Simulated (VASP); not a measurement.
The system is BaTiO3.

```
Ba Ti O
1.0
     3.98550    0.00000    0.00000
     0.00000    2.83690    2.84515
     0.00000   -2.83690    2.84515
Ba Ti O
1 1 3
Cartesian
  0.0000 0.0000 0.0000
  1.9928 0.0000 2.9157
  1.9928 1.3804 4.2594
  1.9928 -1.3804 4.2594
  0.0000 0.0000 2.7735
```

Base run:

```yaml
Program: VASP 6.6.1
Functional: PBE
Potentials_or_basis: VASP PAW PBE potentials, release 64 (Ba_sv, Ti_sv, O_h)
Cutoff: 910 eV
k_mesh: 7 × 7 × 7
Occupations: fermi-dirac, width 0.05 eV
Spin: no spin polarisation
```

Its results: band gap on the k mesh 1.93 eV (least direct gap 2.06 eV); pressure 3.8 GPa; largest force 0.267 eV/Å.

Question: After a change of settings the same cell gave: band gap on the k mesh 2.60 eV (least direct gap 2.78 eV); pressure 2.6 GPa; largest force 0.708 eV/Å. Which change was it?
A. functional from PBE to PBEsol; hubbard terms from none to Ti d U = 6.0 eV
B. functional from PBE to r2SCAN; potentials or basis from VASP PAW PBE potentials, release 64 (Ba_sv, Ti_sv, O_h) to VASP PAW PBE potentials, release 64 (Ba_sv, Ti_sv, O); cutoff from 910 eV to 520 eV
C. functional from PBE to PBEsol; hubbard terms from none to Ti d U = 4.0 eV

Answer: A.

Caveats: the cutoff is under 1.25 times the usual one of these potentials, so pressure, stress and relaxed cells hold a basis-set (Pulay) error; spin-orbit coupling is left out, which moves the levels of the heavy elements; an odd mesh through Γ misses points on the zone boundary, where band edges can lie; the cell stands under pressure (at least some runs); the PAW data sets were made with another functional, which shifts forces and pressure a little (at least some runs).
